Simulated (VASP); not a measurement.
Here is a VASP 6.6.1 calculation.

Contents of INCAR:

```
SYSTEM = TiB2
PREC = Accurate ; ENCUT = 520
EDIFF = 1E-6 ; ISMEAR = 0
SIGMA = 0.1 ; LREAL = .FALSE.
LASPH = .TRUE. ; NELM = 80
ALGO = Normal ; ISIF = 2
LWAVE = .FALSE. ; LCHARG = .FALSE.
GGA = PE ; NBANDS = 27
```

KPOINTS

```
regular mesh
0
G
  12 12 10
  0 0 0
```

Contents of POSCAR:

```
TiB2
1.0
    3.8850912972      0.0000000000      0.0000000000
   -1.9425456486      3.3645877594      0.0000000000
    0.0000000000      0.0000000000      4.3065934256
Ti B
2 4
Direct
    0.3333333333      0.6666666667      0.2500000000
    0.6666666667      0.3333333333      0.7500000000
    0.0000000000      0.0000000000      0.0000000000
    0.0000000000      0.0000000000      0.5000000000
    0.6666666667      0.3333333333      0.2500000000
    0.3333333333      0.6666666667      0.7500000000
```

Potentials or basis: VASP PAW PBE potentials, release 64 (Ti_sv, B).

Launch:

```console
$ cat potpaw_PBE.64/Ti_sv/POTCAR potpaw_PBE.64/B/POTCAR > POTCAR
$ mpirun -np 1 vasp_std > vasp.out
```

(1) Estimate the band gap on the k mesh.

(2) What does it give for the pressure?

Results:

(1) zero (bands 18 and 19 overlap by 0.80 eV).

(2) 0.0 GPa.
